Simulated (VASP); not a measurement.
A run of VASP 6.6.1 is set up as follows.

The input INCAR:

```
PREC = Accurate
ENCUT = 520
EDIFF = 1E-7
ISMEAR = 0
SIGMA = 0.1
LREAL = False
LASPH = True
NELM = 60
ALGO = Normal
ISIF = 2
LWAVE = False
LCHARG = True
GGA = PS
LELF = True
LVHAR = True
NBANDS = 16
```

KPOINTS

```
regular mesh
0
Gamma
  18 18 18
```

The input POSCAR:

```
TiN
1.0
    0.0000000000      2.1019668650      2.1019668650
    2.1019668650      0.0000000000      2.1019668650
    2.1019668650      2.1019668650      0.0000000000
Ti N
1 1
Direct
    0.0000000000      0.0000000000      0.0000000000
    0.5000000000      0.5000000000      0.5000000000
```

Potentials or basis: VASP PAW PBE potentials, release 64 (Ti_sv, N).

Command:

```bash
$ cat potpaw_PBE.64/Ti_sv/POTCAR potpaw_PBE.64/N/POTCAR > POTCAR
$ mpirun -np 1 vasp_std > vasp.out
```

Task: What does it give for the pressure?

Result: 0.5 GPa.

Caveat: the PAW data sets were made with another functional, which shifts forces and pressure a little.
